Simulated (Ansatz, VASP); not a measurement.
## BP in VASP and in Ansatz

POSCAR

```
BP
1.0
    0.0000000000      2.5242625000      2.2690000000
    2.5242625000      0.0000000000      2.2690000000
    2.5242625000      2.5242625000      0.0000000000
B P
1 1
Direct
    0.0000000000      0.0000000000      0.0000000000
    0.7500000000      0.7500000000      0.7500000000
```

File INCAR.step1:

```
SYSTEM = BP
ALGO = Normal
EDIFF = 1E-4
ENCUT = 520
GGA = PE
ISMEAR = 0
LASPH = .True.
LCHARG = .False.
LREAL = .False.
LWAVE = .True.
NBANDS = 11
NELM = 80
PREC = Accurate
SIGMA = 0.05
```

The input INCAR.step2:

```
SYSTEM = BP
ALGO = Normal
EDIFF = 1E-7
ENCUT = 520
ISIF = 2
ISMEAR = 0
ISTART = 1
LASPH = .True.
LCHARG = .False.
LMIXTAU = .True.
LREAL = .False.
LWAVE = .False.
METAGGA = R2SCAN
NBANDS = 11
NELM = 80
PREC = Accurate
SIGMA = 0.05
```

The input KPOINTS:

```
k-points
0
Gamma
  10 10 10
  0 0 0
```

Input for Ansatz:

```yaml
crystal:
  lattice:
    - [0.0, 2.5242625, 2.269]
    - [2.5242625, 0.0, 2.269]
    - [2.5242625, 2.5242625, 0.0]
  atoms:
    - { symbol: B, position: [0.0, 0.0, 0.0] }
    - { symbol: P, position: [0.75, 0.75, 0.75] }
basis:
  ecutwfc: 500
kpoints:
  mp_grid: { grid: [10, 10, 10] }
hamiltonian:
  xc: r2scan
scf:
  occupations: { method: gaussian, width: 0.05 }
output:
  forces: true
  stress: true
  eigenvalues: true
```

Change from the starting cell: strain +0.1125 x Voigt [1, 1, 0, 0, 0, 0], atoms carried along.

Alike in both runs: task single point; functional r2SCAN; k mesh 10 × 10 × 10; occupations gaussian, width 0.05 eV; no spin polarisation.

|  | VASP | Ansatz |
| --- | --- | --- |
| version | VASP 6.6.1 | Ansatz 0.2.0 |
| potentials or method | VASP PAW PBE potentials, release 64 (B, P), cutoff 520 eV | scalar-relativistic, plane waves, PAW |
| valence electrons in the cell | 8 | 8 |

```csv
,VASP,Ansatz,Ansatz less VASP
gap on the k mesh at the Fermi level (eV),0.27,0.24,-0.026
least direct gap on the mesh (eV),2.43,2.40,-0.034
pressure (GPa),-24.2,-23.9,+0.34
"traceless stress, the component that is largest in VASP (GPa)",14.26,14.20,-0.060
```

VASP's potentials were made for PBE, not for r2SCAN.
